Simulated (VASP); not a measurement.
Here is a VASP 6.6.1 calculation.

Contents of INCAR:

```
ALGO     = Normal         # electronic algorithm
DIPOL    = 0.5 0.5 0.331
EDIFF    = 1E-6           # SCF threshold, eV
ENCUT    = 520            # plane-wave cutoff, eV
GGA      = PE             # functional
GGA_COMPAT= F            
IDIPOL   = 3            
ISIF     = 2              # what is computed and relaxed
ISMEAR   = 0              # smearing method
ISPIN    = 2              # spin polarisation
LASPH    = T              # aspherical terms in the spheres
LCHARG   = F              # write CHGCAR
LDIPOL   = T            
LORBIT   = 11             # projections on sites
LREAL    = F              # projectors in reciprocal space
LWAVE    = F              # write WAVECAR
MAGMOM   = 0 0 0 0 0 0 0 0 1 # initial moments
NBANDS   = 30             # bands
NELM     = 200            # most SCF steps
NELMDL   = -8           
PREC     = Accurate       # precision mode
SIGMA    = 0.05           # smearing width, eV
```

KPOINTS

```
k-points
0
Gamma
  9 6 1
```

POSCAR

```
Si4HC4
1.0
    3.0967389835      0.0000000000      0.0000000000
    0.0000000000      4.3794502696      0.0000000000
    0.0000000000      0.0000000000     20.1332068295
Si C H
4 4 1
Direct
    0.5000000000      0.5000000000      0.1986767450
    0.0000000000      0.0000000000      0.2755829977
    0.5000000000      0.4971400051      0.3554907352
    0.0000000000      0.9498903695      0.4168952500
    0.0000000000      0.2500000000      0.1986767450
    0.5000000000      0.7500000000      0.2755829977
    0.0000000000      0.2559423864      0.3541649037
    0.5000000000      0.7547379437      0.4288043580
    0.6666666667      1.0880712770      0.4769898566
```

Potentials or basis: VASP PAW PBE potentials, release 64 (Si, C, H).

Command:

```bash
$ cat potpaw_PBE.64/Si/POTCAR potpaw_PBE.64/C/POTCAR potpaw_PBE.64/H/POTCAR > POTCAR
$ mpirun -np 1 vasp_std > vasp.out
```

Problem. Predict the site moments.

Solution. Si +0.00, +0.01, +0.05, +0.02; C +0.06, +0.01, +0.04, +0.15; H +0.11 μB.

Problem. Estimate the largest force.

Solution. 3.174 eV/Å.

Forces in eV/Å, atoms in the order of the input:
```
Si   0.041 -2.704  1.663
Si   0.020  0.530 -1.063
Si  -0.065 -0.650 -0.226
Si  -0.499  1.518  1.589
C   -0.058  1.804 -0.381
C   -0.009  0.628 -0.106
C    0.032 -0.103 -0.776
C   -0.877 -1.094 -0.690
H    1.415  0.070 -0.009
```
